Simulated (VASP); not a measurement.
# Si15HC16 (a cell with a defect) in VASP: relaxation of the atoms with PBE

Aim: the relaxation of the atoms of Si15HC16 (a cell with a defect) with PBE.

Everything below comes from runs of VASP 6.6.1. Logs are shortened: lines on timing, memory, paths and dates and some standing lists are left out, and cuts for length are marked.

### Step 1. The cell of the first run

The cell holds a defect, 32 atoms: a = 7.586 Å, b = 7.586 Å, c = 7.586 Å, α = 109.47°, β = 109.47°, γ = 109.47°.

### Step 2. Relaxation of the atoms, PBE, collinear spin

Input file INCAR:

```
  PREC = Accurate
  ENCUT = 520
  EDIFF = 1E-7
  ISMEAR = 0
  SIGMA = 0.01
  LREAL = Auto
  LASPH = True
  NELM = 200
  ALGO = Normal
  ISIF = 2
  LWAVE = False
  LCHARG = False
  ISPIN = 2
  MAGMOM = 0.03 0.02 0 0.01 0.02 0.01 0.01 0 0.01 0.01 0 0.01 0.01 0 0.03 0.01 0.04 0.04 0.04 0.04 0.31 0.31 0.04 0.04 0.31 0.04 0.01 0.04 0.04 0.01 0.03 0
  LORBIT = 11
  NUPDOWN = 3.0
  GGA = PE
  IBRION = 2
  NSW = 100
  EDIFFG = -0.03
  NELECT = 127.0
  GGA_COMPAT = False
  NELMIN = 4
```

Input file KPOINTS:

```
Automatic mesh
0
Gamma
  1 1 1
  0.25 0.25 0.25
```

Input file POSCAR:

```
Si15HC16
1.0
   -4.3797050000      4.3797050000     -4.3797050000
    4.3797050000      4.3797050000      4.3797050000
    4.3797050000     -4.3797050000     -4.3797050000
Si C H
15 16 1
Direct
    0.0000000000      0.0000000000      0.7500000000
    0.0000000000      0.2500000000      0.5000000000
    0.0000000000      0.5000000000      0.2500000000
    0.0000000000      0.7500000000      0.0000000000
    0.2500000000      0.0000000000      0.5000000000
    0.2500000000      0.5000000000      0.0000000000
    0.2500000000      0.7500000000      0.7500000000
    0.5000000000      0.0000000000      0.2500000000
    0.5000000000      0.2500000000      0.0000000000
    0.5000000000      0.5000000000      0.7500000000
    0.5000000000      0.7500000000      0.5000000000
    0.7500000000      0.0000000000      0.0000000000
    0.7500000000      0.2500000000      0.7500000000
    0.7500000000      0.5000000000      0.5000000000
    0.7500000000      0.7500000000      0.2500000000
    0.0000000000      0.0000000000      0.0000000000
    0.0000000000      0.2500000000      0.7500000000
    0.0000000000      0.5000000000      0.5000000000
    0.0000000000      0.7500000000      0.2500000000
    0.2500000000      0.0000000000      0.7500000000
    0.2500000000      0.2500000000      0.5000000000
    0.2500000000      0.5000000000      0.2500000000
    0.2500000000      0.7500000000      0.0000000000
    0.5000000000      0.0000000000      0.5000000000
    0.5000000000      0.2500000000      0.2500000000
    0.5000000000      0.5000000000      0.0000000000
    0.5000000000      0.7500000000      0.7500000000
    0.7500000000      0.0000000000      0.2500000000
    0.7500000000      0.2500000000      0.0000000000
    0.7500000000      0.5000000000      0.7500000000
    0.7500000000      0.7500000000      0.5000000000
    0.1458630000      0.1458630000      0.1458630000
```

Potentials or basis: VASP PAW PBE potentials, release 64 (Si, C, H).

Launch:

```bash
$ cat potpaw_PBE.64/Si/POTCAR potpaw_PBE.64/C/POTCAR potpaw_PBE.64/H/POTCAR > POTCAR
$ mpirun -np 1 vasp_std > vasp.out
```

OUTCAR:

```text
PREC = Accurate
   ENCUT = 520
   EDIFF = 1E-7
   ISMEAR = 0
   LREAL = Auto
   LASPH = True
   NELM = 200
   ISIF = 2
   ISPIN = 2
   LORBIT = 11
   NUPDOWN = 3.0
   GGA = PE
   IBRION = 2
   NSW = 100
   EDIFFG = -0.03
   NELECT = 127.0
   NELMIN = 4

 ion  position               nearest neighbor table
   1  0.000  0.000  0.750-  16 1.90  17 1.90  20 1.90  31 1.90   6 3.10   9 3.10  14 3.10  11 3.10
                             5 3.10   2 3.10   7 3.10   4 3.10  15 3.10  12 3.10  13 3.10
   2  0.000  0.250  0.500-  17 1.90  18 1.90  21 1.90  28 1.90   7 3.10  10 3.10  15 3.10   8 3.10
                             5 3.10   6 3.10   1 3.10   3 3.10  12 3.10  13 3.10  14 3.10
   3  0.000  0.500  0.250-  18 1.90  19 1.90  22 1.90  29 1.90   5 3.10  11 3.10  12 3.10   9 3.10
                             2 3.10   6 3.10   7 3.10   4 3.10  13 3.10  14 3.10  15 3.10
   4  0.000  0.750  0.000-  16 1.90  19 1.90  23 1.90  30 1.90   8 3.10  13 3.10  10 3.10  15 3.10
                             3 3.10   5 3.10   6 3.10   7 3.10  14 3.10   1 3.10  12 3.10
   5  0.250  0.000  0.500-  19 1.90  20 1.90  21 1.90  24 1.90  10 3.10  13 3.10   3 3.10  15 3.10
                             7 3.10   8 3.10   9 3.10   1 3.10   4 3.10  11 3.10   2 3.10
   6  0.250  0.500  0.000-  17 1.90  22 1.90  23 1.90  26 1.90   8 3.10  15 3.10   1 3.10  13 3.10
                             7 3.10   3 3.10   9 3.10  10 3.10   2 3.10  11 3.10   4 3.10
   7  0.250  0.750  0.750-  18 1.90  20 1.90  23 1.90  27 1.90   9 3.10  12 3.10   2 3.10  14 3.10
                             4 3.10   5 3.10   6 3.10   8 3.10   1 3.10   3 3.10  10 3.10  11 3.10
   8  0.500  0.000  0.250-  23 1.90  24 1.90  25 1.90  28 1.90   2 3.10  14 3.10   6 3.10   4 3.10
                             9 3.10  11 3.10  12 3.10  13 3.10   7 3.10   5 3.10  15 3.10
   9  0.500  0.250  0.000-  20 1.90  25 1.90  26 1.90  29 1.90   3 3.10  15 3.10   7 3.10   1 3.10
[... 14 lines left out ...]
  17  0.000  0.250  0.750-   1 1.90   2 1.90   6 1.90  13 1.90
  18  0.000  0.500  0.500-   2 1.90   3 1.90   7 1.90  14 1.90
  19  0.000  0.750  0.250-   3 1.90   4 1.90   5 1.90  15 1.90
  20  0.250  0.000  0.750-   1 1.90   5 1.90   7 1.90   9 1.90
  21  0.250  0.250  0.500-   2 1.90   5 1.90  10 1.90
  22  0.250  0.500  0.250-   3 1.90   6 1.90  11 1.90
  23  0.250  0.750  0.000-   4 1.90   6 1.90   7 1.90   8 1.90
  24  0.500  0.000  0.500-   5 1.90   8 1.90  11 1.90  13 1.90
  25  0.500  0.250  0.250-   8 1.90   9 1.90  14 1.90
  26  0.500  0.500  0.000-   6 1.90   9 1.90  10 1.90  15 1.90
  27  0.500  0.750  0.750-   7 1.90  10 1.90  11 1.90  12 1.90
  28  0.750  0.000  0.250-   2 1.90   8 1.90  12 1.90  15 1.90
  29  0.750  0.250  0.000-   3 1.90   9 1.90  12 1.90  13 1.90
  30  0.750  0.500  0.750-   4 1.90  10 1.90  13 1.90  14 1.90
  31  0.750  0.750  0.500-   1 1.90  11 1.90  14 1.90  15 1.90
  32  0.146  0.146  0.146-  16 1.11

  LATTYP: Found a body centered cubic cell.
 ALAT       =     8.7594100000

  Lattice vectors:

 A1 = (  -4.3797050000,   4.3797050000,  -4.3797050000)
 A2 = (   4.3797050000,   4.3797050000,   4.3797050000)
 A3 = (   4.3797050000,  -4.3797050000,  -4.3797050000)

Analysis of symmetry for initial positions (statically):
=====================================================================
 Subroutine PRICEL returns:
 Original cell was already a primitive cell.

[... 413 lines left out ...]
  free  energy   TOTEN  =      -212.8388887969 eV

  energy  without entropy=     -212.8388887969  energy(sigma->0) =     -212.83888880

[... ionic steps 4 to 15 ...]

--------------------------------------- Ionic step       16  -------------------------------------------

 number of electron     126.9999997 magnetization       2.9999999

------------------------ aborting loop because EDIFF is reached ----------------------------------------
[... 127 lines left out ...]
--------------------------------------- Ionic step       18  -------------------------------------------

 number of electron     126.9999997 magnetization       3.0000000

 Free energy of the ion-electron system (eV)
  ---------------------------------------------------
  ext. energy  EPLUGINS =         0.00000000
  ---------------------------------------------------
  free energy    TOTEN  =      -213.17773127 eV

  energy without entropy =     -213.17773127  energy(sigma->0) =     -213.17773127

 E-fermi :   7.6786     XC(G=0): -11.1675

 val. band max:       10.3576119242   @ k =   0.2500   0.2500   0.2500
 cond. band min:       8.6694020528   @ k =   0.2500   0.2500   0.2500
 fundamental gap:     -1.6882098714
 Fermi energy:        10.4226933895

 spin component 1

 k-point     1 :       0.2500    0.2500    0.2500
  band No.  band energies     occupation
      1      -6.9154      1.00000
      2      -6.8776      1.00000
      3      -6.8590      1.00000
      4      -6.4012      1.00000
      5      -4.3694      1.00000
      6      -4.2345      1.00000
[... 67 lines left out ...]
     74      11.7578      0.00000
     75      11.8265      0.00000
 Fermi energy:         7.6786075614

 spin component 2

 k-point     1 :       0.2500    0.2500    0.2500
  band No.  band energies     occupation
      1      -6.8293      1.00000
      2      -6.7695      1.00000
      3      -6.7620      1.00000
      4      -6.2591      1.00000
      5      -4.2851      1.00000
      6      -4.1641      1.00000
[... 67 lines left out ...]
     74      11.9036      0.00000
     75      11.9087      0.00000
 [bands above 75 left out]

------------------------ aborting loop because EDIFF is reached ----------------------------------------

  FORCE on cell =-STRESS in cart. coord.  units (eV):
  Direction    XX          YY          ZZ          XY          YZ          ZX
  --------------------------------------------------------------------------------------
  -------------------------------------------------------------------------------------
  Total       27.7840933     29.0753311     27.7840933      0.2549099     -0.2549175     -0.4805891
  in kB      132.4683853    138.6247201    132.4683853      1.2153540     -1.2153901     -2.2913420
  external PRESSURE =     134.5204969 kB  Pullay stress =       0.0000000 kB
[... 47 lines left out ...]
  FREE ENERGIE OF THE ION-ELECTRON SYSTEM (eV)
  ---------------------------------------------------
  free  energy   TOTEN  =      -213.1777312709 eV

  energy  without entropy=     -213.1777312709  energy(sigma->0) =     -213.17773127

 reached required accuracy - stopping structural energy minimisation

 total charge

# of ion       s       p       d       tot
------------------------------------------
    1        0.715   0.994   0.000   1.709
    2        0.711   0.989   0.000   1.700
    3        0.708   0.992   0.000   1.700
    4        0.707   0.980   0.000   1.687
    5        0.711   0.989   0.000   1.700
    6        0.708   0.994   0.000   1.701
[... 24 lines left out ...]
   31        0.835   1.707   0.000   2.542
   32        0.617   0.056   0.000   0.673
--------------------------------------------------
tot         24.678  42.216   0.000  66.894

 magnetization (x)

# of ion       s       p       d       tot
------------------------------------------
    1        0.007   0.003   0.000   0.010
    2        0.003  -0.002   0.000   0.001
    3       -0.000  -0.001   0.000  -0.001
    4        0.006   0.016   0.000   0.022
    5        0.003  -0.002   0.000   0.001
    6       -0.001  -0.000   0.000  -0.001
[... 24 lines left out ...]
   31        0.008   0.011   0.000   0.019
   32       -0.000   0.000   0.000  -0.000
--------------------------------------------------
tot          0.158   1.107   0.000   1.264
```

OSZICAR:

```text
N       E                     dE             d eps       ncg     rms          rms(c)
DAV:   1     0.439297049398E+03    0.43930E+03   -0.58576E+04   324   0.142E+03
DAV:   2    -0.195593099196E+03   -0.63489E+03   -0.60268E+03   414   0.241E+02
[... 188 lines left out ...]
DAV:   1    -0.213177677328E+03   -0.41703E-03   -0.66927E-02   324   0.879E-01    0.642E-02
DAV:   2    -0.213177746087E+03   -0.68759E-04   -0.11880E-03   384   0.115E-01    0.361E-02
DAV:   3    -0.213177729933E+03    0.16154E-04   -0.74606E-05   376   0.349E-02    0.210E-02
DAV:   4    -0.213177729949E+03   -0.16031E-07   -0.35537E-05   368   0.214E-02    0.133E-02
DAV:   5    -0.213177731343E+03   -0.13933E-05   -0.44256E-06   344   0.909E-03    0.648E-03
DAV:   6    -0.213177731271E+03    0.71726E-07   -0.68866E-07   376   0.296E-03
  18 F= -.21317773E+03 E0= -.21317773E+03  d E =-.471034E-03  mag=     3.0000
```

CONTCAR:

```text
Si15HC16
   1.00000000000000
    -4.3797050000000004    4.3797050000000004   -4.3797050000000004
     4.3797050000000004    4.3797050000000004    4.3797050000000004
     4.3797050000000004   -4.3797050000000004   -4.3797050000000004
  Si              C               H
    15    16     1
Direct
     0.9970069651015100    0.9970069651015100    0.7437057178369084
     0.0026876868276256    0.2517868281974731    0.5011808132153402
     0.0009632475166601    0.4993872955797569    0.2502185856348702
     0.9892348248832951    0.7468636865677661    0.9984091830341891
     0.2517868281974731    0.0026876868276256    0.5011808132153402
     0.2498605853719035    0.4992969397453807    0.0015667257297889
[... 24 lines left out ...]
     0.7483941774296985    0.7483941774296985    0.4955810209997042
     0.1309583120628190    0.1309583120628190    0.1263594630142735

  0.00000000E+00  0.00000000E+00  0.00000000E+00
  0.00000000E+00  0.00000000E+00  0.00000000E+00
  0.00000000E+00  0.00000000E+00  0.00000000E+00
  0.00000000E+00  0.00000000E+00  0.00000000E+00
  0.00000000E+00  0.00000000E+00  0.00000000E+00
  0.00000000E+00  0.00000000E+00  0.00000000E+00
[... 24 lines left out ...]
  0.00000000E+00  0.00000000E+00  0.00000000E+00
  0.00000000E+00  0.00000000E+00  0.00000000E+00
```

It took 39 min on 1 thread of Intel Xeon 8259CL, shared host; peak memory 0.6 GiB.

Results:

```
Free energy                                           : -213.1777 eV
Energy gained by relaxing                             : 29.4 meV/atom
Ionic steps                                           : 18
Largest force after relaxing                          : 0.027 eV/Å
Net moment                                            : 3.00 μB per cell
Site moments                                          : Si +0.01, +0.00, -0.00, +0.02, +0.03 (each value once); C +0.02, +0.03, +0.30, +0.26, +0.04, +0.01 (each value once); H -0.00 μB
Valence electrons inside the program's atomic spheres : Si 1.71, 1.70, 1.69, 1.68 (each value once); C 2.63, 2.55, 2.49, 2.52, 2.53, 2.56, 2.57, 2.54 (each value once); H 0.67
```

Forces in eV/Å, atoms in the order of the input:
```
Si  -0.006  0.003  0.006
Si  -0.006 -0.005 -0.001
Si  -0.006 -0.009 -0.003
Si   0.003  0.008  0.004
Si   0.001 -0.005  0.006
Si  -0.003 -0.003 -0.006
Si   0.005 -0.008 -0.005
Si   0.003 -0.009  0.006
Si   0.006 -0.003  0.003
Si  -0.002 -0.002  0.002
Si  -0.002 -0.009 -0.002
Si  -0.004  0.008 -0.003
Si   0.005 -0.008 -0.005
Si   0.002 -0.009  0.002
Si   0.005  0.014 -0.005
C    0.005  0.011 -0.005
C   -0.007 -0.001  0.002
C   -0.007 -0.008 -0.003
C   -0.011  0.004  0.000
C   -0.002 -0.001  0.007
C   -0.011  0.003  0.011
C   -0.003 -0.007 -0.007
C   -0.006  0.004 -0.014
C    0.003 -0.008  0.007
C    0.007 -0.007  0.003
C   -0.003  0.009  0.003
C    0.004  0.007 -0.013
C    0.000  0.004  0.011
C    0.014  0.004  0.006
C    0.013  0.007 -0.004
C    0.008 -0.005 -0.008
H   -0.007  0.026  0.007
```

The path:
| step | energy change (eV) | largest force (eV/Å) | pressure (GPa) |
| --- | --- | --- | --- |
| 1 | 0.0000 | 2.1347 | 11.04 |
| 2 | -0.5948 | 1.0004 | 12.22 |
| 3 | -0.6008 | 0.9723 | 12.08 |
| 4 | -0.7853 | 1.3594 | 12.88 |
| 5 | -0.7853 | 1.3632 | 12.88 |
| 6 | -0.8587 | 1.1311 | 13.20 |
| 7 | -0.8667 | 0.7863 | 13.11 |
| 8 | -0.9078 | 0.3916 | 13.57 |
| 9 | -0.9098 | 0.3062 | 13.48 |
| 10 | -0.9289 | 0.2219 | 13.60 |
| 11 | -0.9296 | 0.2117 | 13.63 |
| 12 | -0.9359 | 0.2928 | 13.56 |
| 13 | -0.9360 | 0.2665 | 13.57 |
| 14 | -0.9374 | 0.2543 | 13.55 |
| 15 | -0.9381 | 0.1208 | 13.55 |
| 16 | -0.9392 | 0.0386 | 13.50 |
| 17 | -0.9392 | 0.0388 | 13.49 |
| 18 | -0.9397 | 0.0273 | 13.45 |

Final structure:
```
CELL_PARAMETERS angstrom
-4.37971 4.37971 -4.37971
4.37971 4.37971 4.37971
4.37971 -4.37971 -4.37971
ATOMIC_POSITIONS crystal
Si 0.99701 0.99701 0.74371
Si 0.00269 0.25179 0.50118
Si 0.00096 0.49939 0.25022
Si 0.98923 0.74686 0.99841
Si 0.25179 0.00269 0.50118
Si 0.24986 0.49930 0.00157
Si 0.25037 0.74970 0.75059
Si 0.49939 0.00096 0.25022
Si 0.49930 0.24986 0.00157
Si 0.51106 0.51106 0.76291
Si 0.49940 0.74836 0.49867
Si 0.74686 0.98923 0.99841
Si 0.74970 0.25037 0.75059
Si 0.74836 0.49940 0.49867
Si 0.75081 0.75081 0.24000
C 0.98646 0.98646 0.98227
C 0.99844 0.24977 0.75089
C 0.00245 0.50235 0.50190
C 0.00274 0.75224 0.25310
C 0.24977 0.99844 0.75089
C 0.25589 0.25589 0.53411
C 0.25000 0.52539 0.25078
C 0.24878 0.75074 0.99897
C 0.50235 0.00245 0.50190
C 0.52539 0.25000 0.25078
C 0.49812 0.49812 0.00413
C 0.49645 0.74988 0.74713
C 0.75224 0.00274 0.25310
C 0.75074 0.24878 0.99897
C 0.74988 0.49645 0.74713
C 0.74839 0.74839 0.49558
H 0.13096 0.13096 0.12636
```

Caveat: the k points lie up to 1.01 Å⁻¹ apart, too coarse for converged energies, forces and pressures; the cell carries a net charge on a neutralising background, which shifts energy and pressure; the cell is charged against a uniform background, so pressure and absolute levels hang on convention; the moment is held away from its start; the total moment is fixed, so each spin has its own Fermi level and the state may be an excited one.
